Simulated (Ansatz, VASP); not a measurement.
**One calculation of HfB2, two programs**

File INCAR:

```
PREC = Accurate ; ENCUT = 520
EDIFF = 1E-6 ; ISMEAR = -1
SIGMA = 0.05 ; LREAL = False
LASPH = True ; NELM = 80
ALGO = Normal ; ISIF = 2
LWAVE = False ; LCHARG = False
GGA = PS ; NBANDS = 15
```

The input KPOINTS:

```
Automatic mesh
0
Gamma
  13 13 11
```

POSCAR

```
HfB2
1.0
    3.2028001025      0.0000000000      0.0000000000
   -1.6014000513      2.7737062520      0.0000000000
    0.0000000000      0.0000000000      3.4800000000
Hf B
1 2
Direct
    0.0000000000      0.0000000000      0.0000000000
    0.3333333333      0.6666666667      0.5000000000
    0.6666666667      0.3333333333      0.5000000000
```

Input for Ansatz:

```yaml
crystal:
  lattice:
    - [3.2028001025, 0.0, 0.0]
    - [-1.6014000513, 2.773706252, 0.0]
    - [0.0, 0.0, 3.48]
  atoms:
    - { symbol: Hf, position: [0.0, 0.0, 0.0] }
    - { symbol: B, position: [0.3333333333, 0.6666666667, 0.5] }
    - { symbol: B, position: [0.6666666667, 0.3333333333, 0.5] }
kpoints:
  mp_grid: { grid: [13, 13, 11] }
  band_path:
    path:
      - [0.0, 0.0, 0.0]
      - [0.5, 0.0, 0.0]
      - [0.3333333333, 0.3333333333, 0.0]
      - [0.0, 0.0, 0.0]
      - [0.0, 0.0, 0.5]
      - [0.5, 0.0, 0.5]
      - [0.3333333333, 0.3333333333, 0.5]
      - [0.0, 0.0, 0.5]
      - [0.5, 0.0, 0.5]
    npoints: 5
scf:
  occupations: { method: fermi_dirac, width: 0.05 }
hamiltonian:
  xc: pbesol
  pseudopotentials: { kind: all_electron, lapw: { basis_error: 0.0005 } }
output:
  forces: true
  stress: true
  eigenvalues: true
```

Change from the starting cell: equal xx and yy strain of +2 %.

Alike in both runs: task single point; functional PBEsol; k mesh 13 × 13 × 11; occupations fermi-dirac, width 0.05 eV; no spin polarisation.

|  | VASP | Ansatz |
| --- | --- | --- |
| version | VASP 6.6.1 | Ansatz 0.2.0 |
| potentials or method | VASP PAW PBE potentials, release 64 (Hf_pv, B), cutoff 520 eV | all-electron LAPW, scalar-relativistic |

```tsv
	VASP	Ansatz	Ansatz less VASP
pressure (GPa)	-13.9	-13.7	+0.25
traceless stress, the component that is largest in VASP (GPa)	4.32	4.24	-0.077
```

VASP's potentials were made for PBE, not for PBEsol. Ansatz ran all-electron here, and VASP with PAW potentials.

Neither program's run includes spin-orbit coupling.
